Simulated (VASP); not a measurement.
# C (Fddd) in VASP: notebook

C is run at these levels: PBE; tasks: single point.

Program: VASP 6.6.1. These are calculated values, not measurements. Logs are shortened: lines on timing, memory, paths and dates and some standing lists are left out, and cuts for length are marked.

## (1) The cell of the first run

The structure is orthorhombic, space group Fddd (No. 70). Conventional cell: a = 3.179 Å, b = 3.715 Å, c = 3.822 Å, α = 90.00°, β = 90.00°, γ = 90.00°. C (site symmetry 222) has 4 C at 1.55 Å within 2.1 Å.

## (2) Single point, PBE

Input file INCAR:

```
SYSTEM = C
PREC = Accurate
ENCUT = 520
EDIFF = 1E-7
ISMEAR = 0
SIGMA = 0.05
LREAL = .False.
LASPH = .True.
NELM = 60
ALGO = Normal
ISIF = 2
LWAVE = .False.
LCHARG = .False.
GGA = PE
NBANDS = 11
```

Input file KPOINTS:

```
Automatic mesh
0
Gamma
  12 12 12
  0 0 0
```

Input file POSCAR:

```
C
1.0
    0.0000000000      1.8572767122      1.9108520020
    1.5894002633      0.0000000000      1.9108520020
    1.5894002633      1.8572767122      0.0000000000
C
2
Direct
    0.5000000000      0.5000000000      0.5000000000
    0.7500000000      0.7500000000      0.7500000000
```

Potentials or basis: VASP PAW PBE potentials, release 64 (C).

Run with:

```
cat potpaw_PBE.64/C/POTCAR > POTCAR
mpirun -np 1 vasp_std > vasp.out
```

OUTCAR:

```text
SYSTEM = C
   PREC = Accurate
   ENCUT = 520
   EDIFF = 1E-7
   ISMEAR = 0
   LREAL = .False.
   LASPH = .True.
   NELM = 60
   ISIF = 2
   GGA = PE

 ion  position               nearest neighbor table
   1  0.500  0.500  0.500-   2 1.55   2 1.55   2 1.55   2 1.55
   2  0.750  0.750  0.750-   1 1.55   1 1.55   1 1.55   1 1.55

  LATTYP: Found a face centered orthorhombic cell.
 ALAT       =     3.1788005266
 B/A-ratio  =     1.1685393259
 C/A-ratio  =     1.2022471910

  Lattice vectors:

 A1 = (   0.0000000000,   1.8572767122,   1.9108520020)
 A2 = (   1.5894002633,   0.0000000000,   1.9108520020)
 A3 = (   1.5894002633,   1.8572767122,   0.0000000000)

Analysis of symmetry for initial positions (statically):
=====================================================================
 Subroutine PRICEL returns:
 Original cell was already a primitive cell.

 Routine SETGRP: Setting up the symmetry group for a
 face centered orthorhombic supercell.

 Subroutine GETGRP returns: Found  8 space group operations
 (whereof  4 operations were pure point group operations)
 out of a pool of  8 trial point group operations.

The static configuration has the point symmetry D_2 .
 The point group associated with its full space group is D_2h.

Analysis of symmetry for dynamics (positions and initial velocities):
=====================================================================
 Subroutine PRICEL returns:
 Original cell was already a primitive cell.

 Routine SETGRP: Setting up the symmetry group for a
 face centered orthorhombic supercell.

 Subroutine GETGRP returns: Found  8 space group operations
 (whereof  4 operations were pure point group operations)
 out of a pool of  8 trial point group operations.

The dynamic configuration has the point symmetry D_2 .
 The point group associated with its full space group is D_2h.

 Subroutine INISYM returns: Found  8 space group operations
 (whereof  4 operations are pure point group operations),
 and found     1 'primitive' translations

----------------------------------------------------------------------------------------

                                     Primitive cell

  volume of cell :      11.2815

  direct lattice vectors                    reciprocal lattice vectors
     0.000000000  1.857276712  1.910852002    -0.314584068  0.269211366  0.261663383
     1.589400263  0.000000000  1.910852002     0.314584068 -0.269211366  0.261663383
     1.589400263  1.857276712  0.000000000     0.314584068  0.269211366 -0.261663383

  length of vectors
     2.664738666  2.485467475  2.444518354     0.489801614  0.489801614  0.489801614

  position of ions in fractional coordinates (direct lattice)
     0.500000000  0.500000000  0.500000000
     0.750000000  0.750000000  0.750000000

  ion indices of the primitive-cell ions
   primitive index   ion index
                 1           1
                 2           2

----------------------------------------------------------------------------------------

 KPOINTS: Automatic mesh

Automatic generation of k-mesh.
 Grid dimensions read from file:
 generate k-points for:   12   12   12

 Generating k-lattice:

  Cartesian coordinates                     Fractional coordinates (reciprocal lattice)
    -0.026215339  0.022434280  0.021805282     0.083333333  0.000000000  0.000000000
     0.026215339 -0.022434280  0.021805282     0.000000000  0.083333333  0.000000000
     0.026215339  0.022434280 -0.021805282     0.000000000  0.000000000  0.083333333

  Length of vectors
     0.040816801  0.040816801  0.040816801

  Shift w.r.t. Gamma in fractional coordinates (k-lattice)
     0.000000000  0.000000000  0.000000000

 Subroutine IBZKPT returns following result:
 ===========================================

 Found    280 irreducible k-points:

 Following reciprocal coordinates:
            Coordinates               Weight
  0.000000  0.000000  0.000000      1.000000
  0.083333  0.000000  0.000000      8.000000
  0.166667  0.000000  0.000000      8.000000
  0.250000  0.000000 -0.000000      8.000000
  0.333333  0.000000  0.000000      8.000000
  0.416667  0.000000  0.000000      8.000000
[... 16 lines left out ...]
  0.500000  0.166667 -0.000000      8.000000
 -0.416667  0.166667 -0.000000      8.000000
 [... further k-points ...]
   k-points           NKPTS =    280   k-points in BZ     NKDIM =    280   number of bands    NBANDS=     11
   number of dos      NEDOS =    301   number of ions     NIONS =      2
   total plane-waves  NPLWV =   6480
   dimension x,y,z NGX =    20 NGY =   18 NGZ =   18
   dimension x,y,z NGXF=    40 NGYF=   36 NGZF=   36
   ions per type =               2
   NGX,Y,Z   is equivalent  to a cutoff of  12.48, 12.04, 12.24 a.u.
   NGXF,Y,Z  is equivalent  to a cutoff of  24.95, 24.08, 24.48 a.u.
 SYSTEM =  C
   PREC   = accura    normal or accurate (medium, high low for compatibility)
   ISTART =      0    job   : 0-new  1-cont  2-samecut
   ICHARG =      2    charge: 1-file 2-atom 10-const
   ISPIN  =      1    spin polarized calculation?
   LNONCOLLINEAR =      F non collinear calculations
   LSORBIT =      F    spin-orbit coupling
   LASPH  =      T    aspherical Exc in radial PAW
   ENCUT  =  520.0 eV  38.22 Ry    6.18 a.u.   4.95  4.62  4.55*2*pi/ulx,y,z
   NELM   =     60;   NELMIN=  2; NELMDL= -5     # of ELM steps
   EDIFF  = 0.1E-06   stopping-criterion for ELM
   LREAL  =      F    real-space projection
   EDIFFG = 0.1E-05   stopping-criterion for IOM
   NSW    =      0    number of steps for IOM
   IBRION =     -1    ionic relax: 0-MD 1-quasi-New 2-CG
   NFREE  =      0    steps in history (QN), initial steepest desc. (CG)
   ISIF   =      2    stress and relaxation
   ISYM   =      2    0-nonsym 1-usesym 2-fastsym
   POTIM  = 0.5000    time-step for ionic-motion
   TEBEG  =    0.0;   TEEND  =   0.0 temperature during run
   PSTRESS=    0.0 pullay stress
   NELECT =       8.0000    total number of electrons
   NUPDOWN=      -1.0000    fix difference up-down
   EMIN   =  10.00;   EMAX   =-10.00  energy-range for DOS
   EFERMI =   0.00;   METHOD = LEGACY
   ISMEAR =     0;   SIGMA  =   0.05  broadening in eV -4-tet -1-fermi 0-gaus
   EFERMI_NEDOS =   21; number of points for ismear=-14 and -15
   IALGO  =     38    algorithm
   IMIX   =      4    mixing-type and parameters
     AMIX     =   0.40;   BMIX     =  1.00
     AMIX_MAG =   1.60;   BMIX_MAG =  1.00
  volume/ion in A,a.u.               =       5.64        38.07
  Fermi-wavevector in a.u.,A,eV,Ry     =   1.459876  2.758765 28.997236  2.131237
  Thomas-Fermi vector in A             =   2.576391
   LORBIT       =      0    0 simple, 1 ext, 2 COOP (PROOUT), +10 PAW based schemes
   GGA     = PE    functional components
   LHFCALC =     F    Hartree Fock is set to
   AEXX    =    0.0000 exact exchange contribution
   IVDW    =     0    specifies the selected vdW correction
   LEPSILON=     F    determine dielectric tensor
   LRPA    =     F    only Hartree local field effects (RPA)
 non-spin polarized calculation
 Gauss-broadening in eV      SIGMA  =   0.05
  energy-cutoff  :      520.00
  volume of cell :       11.28
 maximum number of plane-waves:       313
   NGX =  9   NGY =  9   NGZ =  9

 number of electron       8.0000000 magnetization

 Free energy of the ion-electron system (eV)
  ---------------------------------------------------
  ext. energy  EPLUGINS =         0.00000000
  ---------------------------------------------------
  free energy    TOTEN  =       -17.60741658 eV

  energy without entropy =      -17.60740641  energy(sigma->0) =      -17.60741150

 E-fermi :  11.3409     XC(G=0): -13.3212

 val. band max:       11.2853254019   @ k =   0.0000   0.0000   0.0000
 cond. band min:      11.4081234176   @ k =   0.0000   0.4167   0.4167
 fundamental gap:      0.1227980156
 Fermi energy:        11.3409467421

 k-point     1 :       0.0000    0.0000    0.0000
  band No.  band energies     occupation
      1     -11.6988      2.00000
      2       8.8308      2.00000
      3       9.4282      2.00000
      4      11.2853      1.88433
      5      14.3511      0.00000
      6      16.2651      0.00000
      7      16.6142      0.00000
      8      22.9270      0.00000
      9      29.5198      0.00000
     10      32.1185      0.00000
     11      34.2541      0.00000

 k-point     2 :       0.0833    0.0000    0.0000
  band No.  band energies     occupation
      1     -11.5023      2.00000
      2       8.1845      2.00000
      3       8.8874      2.00000
      4      10.6858      2.00000
      5      14.6442      0.00000
      6      16.6751      0.00000
      7      17.2366      0.00000
      8      23.1139      0.00000
      9      29.8330      0.00000
     10      31.1157      0.00000
     11      33.3316      0.00000

 k-point     3 :       0.1667    0.0000    0.0000
  band No.  band energies     occupation
      1     -10.9151      2.00000
      2       6.0873      2.00000
      3       7.9687      2.00000
      4       9.8510      2.00000
      5      15.2019      0.00000
      6      17.3311      0.00000
      7      18.4541      0.00000
      8      23.6765      0.00000
      9      30.1010      0.00000
     10      30.7211      0.00000
     11      32.3386      0.00000

 k-point     4 :       0.2500    0.0000   -0.0000
  band No.  band energies     occupation
      1      -9.9457      2.00000
      2       3.3598      2.00000
      3       7.0741      2.00000
      4       9.1936      2.00000
      5      15.6212      0.00000
      6      17.7407      0.00000
      7      19.5929      0.00000
      8      24.5114      0.00000
      9      29.9613      0.00000
     10      31.4387      0.00000
     11      32.8656      0.00000

 k-point     5 :       0.3333    0.0000    0.0000
  band No.  band energies     occupation
      1      -8.6151      2.00000
      2       0.5865      2.00000
      3       6.3496      2.00000
      4       8.7182      2.00000
      5      15.7900      0.00000
      6      17.7910      0.00000
      7      20.5441      0.00000
      8      25.3187      0.00000
      9      30.1338      0.00000
     10      33.2334      0.00000
     11      33.6924      0.00000
[... 211 lines left out ...]
 k-point    21 :       0.3333    0.1667    0.0000
  band No.  band energies     occupation
      1      -9.1521      2.00000
      2       2.8595      2.00000
      3       5.4407      2.00000
      4       7.1422      2.00000
      5      17.3310      0.00000
      6      18.3082      0.00000
      7      21.9756      0.00000
      8      22.6657      0.00000
      9      28.8715      0.00000
     10      30.7882      0.00000
     11      35.8067      0.00000

 k-point    22 :       0.4167    0.1667    0.0000
  band No.  band energies     occupation
      1      -7.7852      2.00000
      2       0.4860      2.00000
      3       4.3744      2.00000
      4       6.9046      2.00000
      5      17.7814      0.00000
      6      18.4064      0.00000
      7      22.3692      0.00000
      8      23.9731      0.00000
      9      30.1032      0.00000
     10      30.6049      0.00000
     11      36.6236      0.00000

 k-point    23 :       0.5000    0.1667   -0.0000
  band No.  band energies     occupation
      1      -6.1645      2.00000
      2      -1.8035      2.00000
      3       3.6396      2.00000
      4       6.9559      2.00000
      5      18.0800      0.00000
      6      18.3225      0.00000
      7      22.3748      0.00000
      8      25.2496      0.00000
      9      29.6983      0.00000
     10      32.2365      0.00000
     11      37.2224      0.00000

 k-point    24 :      -0.4167    0.1667   -0.0000
  band No.  band energies     occupation
      1      -5.2520      2.00000
      2      -2.8739      2.00000
      3       3.2594      2.00000
      4       7.2678      2.00000
      5      17.9602      0.00000
      6      18.6072      0.00000
      7      22.0268      0.00000
      8      25.1307      0.00000
      9      30.3357      0.00000
     10      33.5676      0.00000
     11      35.6691      0.00000

 [... further k-points ...]
[... 5 lines left out ...]
  --------------------------------------------------------------------------------------
  -------------------------------------------------------------------------------------
  Total        6.5263145     -1.4529977     -3.9547257      0.0000000      0.0000000      0.0000000
  in kB      926.8546593   -206.3519419   -561.6425498      0.0000000      0.0000000      0.0000000
  external PRESSURE =      52.9533892 kB  Pullay stress =       0.0000000 kB

 VOLUME and BASIS-vectors are now :
 -----------------------------------------------------------------------------
  energy-cutoff  :      520.00
  volume of cell :       11.28
      direct lattice vectors                 reciprocal lattice vectors
     0.000000000  1.857276712  1.910852002    -0.314584068  0.269211366  0.261663383
     1.589400263  0.000000000  1.910852002     0.314584068 -0.269211366  0.261663383
     1.589400263  1.857276712  0.000000000     0.314584068  0.269211366 -0.261663383

 POSITION                                       TOTAL-FORCE (eV/Angst)
 -----------------------------------------------------------------------------------
      1.58940      1.85728      1.91085         0.000000      0.000000      0.000000
      2.38410      2.78592      2.86628        -0.000000      0.000000     -0.000000
 -----------------------------------------------------------------------------------
    total drift:                                0.000000     -0.000000      0.000000

  FREE ENERGIE OF THE ION-ELECTRON SYSTEM (eV)
  ---------------------------------------------------
  free  energy   TOTEN  =       -17.6074165797 eV

  energy  without entropy=      -17.6074064109  energy(sigma->0) =      -17.60741150
```

Run time: 14 s. Hardware: 1 thread of Intel Xeon Platinum 8559C (Emerald Rapids), shared host; peak memory 0.13 GiB.

What came out:

```yaml
Free_energy: -17.6074 eV
Pressure: 5.3 GPa
Band_gap_on_the_k_mesh: 0.12 eV, indirect (least direct gap 3.07 eV)
```

Levels at points of the mesh, in eV from the valence-band top:
```
           k point  band 1  band 2  band 3  band 4  band 5  band 6  band 7  band 8
(0.00, 0.00, 0.00)  -22.98   -2.45   -1.86    0.00    3.07    4.98    5.33   11.64
(0.50, 0.00, 0.00)  -17.05  -14.79   -5.56   -2.95    4.51    6.34   10.17   14.61
(0.50, 0.50, 0.00)  -15.25  -15.25   -6.48   -6.48    5.23    5.23   14.00   14.00
(0.50, 0.00, 0.50)  -14.83  -14.83   -6.88   -6.88    4.59    4.59   13.79   13.79
(0.00, 0.50, 0.50)  -12.36  -12.36   -9.26   -9.26    0.84    0.84   15.73   15.73
```

Caveat: the cell differs from its parent crystal (strain +e along x and -e along y -0.0750, strain +e along z and -e/2 along x and y +0.0700).

## (3) Single point, PBE

This run uses another cell than the first one, of the same volume but with other edges.

Input file INCAR:

```
SYSTEM = C
ALGO = Normal ; EDIFF = 1E-6
ENCUT = 520 ; GGA = PE
ISIF = 2 ; ISMEAR = 0
LASPH = .TRUE. ; LCHARG = .FALSE.
LREAL = .FALSE. ; LWAVE = .FALSE.
NBANDS = 11 ; NELM = 60
PREC = Accurate ; SIGMA = 0.05
```

Input file KPOINTS:

```
k-points
0
G
  12 12 12
  0 0 0
```

Input file POSCAR:

```
C
1.0
    0.0000000000      1.9822857217      1.6608339830
    1.7144092728      0.0000000000      1.6608339830
    1.7144092728      1.9822857217      0.0000000000
C
2
Direct
    0.5000000000      0.5000000000      0.5000000000
    0.7500000000      0.7500000000      0.7500000000
```

Potentials or basis: VASP PAW PBE potentials, release 64 (C).

Run with:

```
cat potpaw_PBE.64/C/POTCAR > POTCAR
mpirun -np 1 vasp_std > vasp.out
```

OUTCAR:

```text
SYSTEM = C
   EDIFF = 1E-6
   ENCUT = 520
   GGA = PE
   ISIF = 2
   ISMEAR = 0
   LASPH = .TRUE.
   LREAL = .FALSE.
   NELM = 60
   PREC = Accurate

 ion  position               nearest neighbor table
   1  0.500  0.500  0.500-   2 1.55   2 1.55   2 1.55   2 1.55
   2  0.750  0.750  0.750-   1 1.55   1 1.55   1 1.55   1 1.55

  LATTYP: Found a face centered orthorhombic cell.
 ALAT       =     3.3216679660
 B/A-ratio  =     1.0322580645
 C/A-ratio  =     1.1935483871

  Lattice vectors:

[... 516 lines left out ...]
      6      18.9227      0.00000
      7      23.2492      0.00000
      8      24.5359      0.00000
      9      28.8380      0.00000
     10      33.7874      0.00000
     11      35.1873      0.00000

 [... further k-points ...]
[... 5 lines left out ...]
  --------------------------------------------------------------------------------------
  -------------------------------------------------------------------------------------
  Total        3.7587413     -7.7290179      5.1438658      0.0000000      0.0000000      0.0000000
  in kB      533.4774230  -1096.9779981    730.0678735      0.0000000      0.0000000      0.0000000
  external PRESSURE =      55.5224328 kB  Pullay stress =       0.0000000 kB

 VOLUME and BASIS-vectors are now :
 -----------------------------------------------------------------------------
  energy-cutoff  :      520.00
  volume of cell :       11.29
      direct lattice vectors                 reciprocal lattice vectors
     0.000000000  1.982285722  1.660833983    -0.291645646  0.252234072  0.301053570
     1.714409273  0.000000000  1.660833983     0.291645646 -0.252234072  0.301053570
     1.714409273  1.982285722  0.000000000     0.291645646  0.252234072 -0.301053570

 POSITION                                       TOTAL-FORCE (eV/Angst)
 -----------------------------------------------------------------------------------
      1.71441      1.98229      1.66083         0.000000     -0.000000      0.000000
      2.57161      2.97343      2.49125        -0.000000      0.000000      0.000000
 -----------------------------------------------------------------------------------
    total drift:                                0.000000     -0.000000      0.000000

  FREE ENERGIE OF THE ION-ELECTRON SYSTEM (eV)
  ---------------------------------------------------
  free  energy   TOTEN  =       -17.5440022819 eV

  energy  without entropy=      -17.5440022819  energy(sigma->0) =      -17.54400228
```

stdout:

```text
POSCAR found type information on POSCAR C
 POSCAR found :  1 types and       2 ions
 scaLAPACK will be used
 LDA part: xc-table for (Slater+PW92), standard interpolation
 POSCAR, INCAR and KPOINTS ok, starting setup
 FFT: planning ... GRIDC
 FFT: planning ... GRID_SOFT
 FFT: planning ... GRID
 WAVECAR not read
 entering main loop
```

Run time: 14 s. Hardware: 1 thread of Intel Xeon Platinum 8559C (Emerald Rapids), shared host; peak memory 0.13 GiB.

Results:

| Property | Result |
| --- | --- |
| Free energy | -17.5440 eV |
| Pressure | 5.6 GPa |
| Band gap on the k mesh | 1.58 eV, indirect (least direct gap 3.88 eV) |

Caveat: the cell differs from its parent crystal (strain +e along x and -e along y -0.0750, strain +e along z and -e/2 along x and y -0.0700).
